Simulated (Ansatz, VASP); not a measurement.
**Mg4S: VASP beside Ansatz**

```xyz
10
Lattice="3.5177 0.0000 0.0000 -1.7589 3.0464 0.0000 0.0000 0.0000 20.8091" Properties=species:S:1:pos:R:3 pbc="T T T"
Mg    0.0000    0.0000   15.2521
Mg    1.7589    1.0155   12.8373
Mg    0.0000    0.0000    0.0000
Mg    1.7589    1.0155    3.1002
Mg    0.0000    2.0310   17.7089
Mg    0.0000    0.0000    5.5570
Mg    0.0000    2.0310    7.9718
Mg    0.0000    0.0000   10.4045
S     0.0000    2.0310    1.5480
S     1.7589    1.0155   19.2611
```

Alike in both runs: task single point; functional PBE; k mesh 6 × 6 × 1; occupations gaussian, width 0.1 eV; no spin polarisation.

|  | VASP | Ansatz |
| --- | --- | --- |
| version | VASP 6.6.1 | Ansatz 0.2.0 |
| potentials or method | VASP PAW PBE potentials, release 64 (Mg, S), cutoff 600 eV | scalar-relativistic, plane waves, PAW |
| valence electrons in the cell | 28 | 92 |

Ansatz gave:

```
gap on the k mesh at the Fermi level (eV)                     : none
pressure (GPa)                                                : 0.5
traceless stress, the component that is largest in VASP (GPa) : -0.55
rms of the force components (eV/Å)                            : 0.020
```

Question: Which values does VASP return?

Answer: gap on the k mesh at the Fermi level (eV): none; pressure (GPa): 0.3; traceless stress, the component that is largest in VASP (GPa): -0.56; rms of the force components (eV/Å): 0.019.

Atom by atom the forces differ by 0.002 eV/Å (rms over components). A gap of «none» marks a metal or a gap that the smearing closes. VASP's potentials hold 28 valence electrons a cell and Ansatz's 92, so a difference there can come from the potentials and not from the codes.
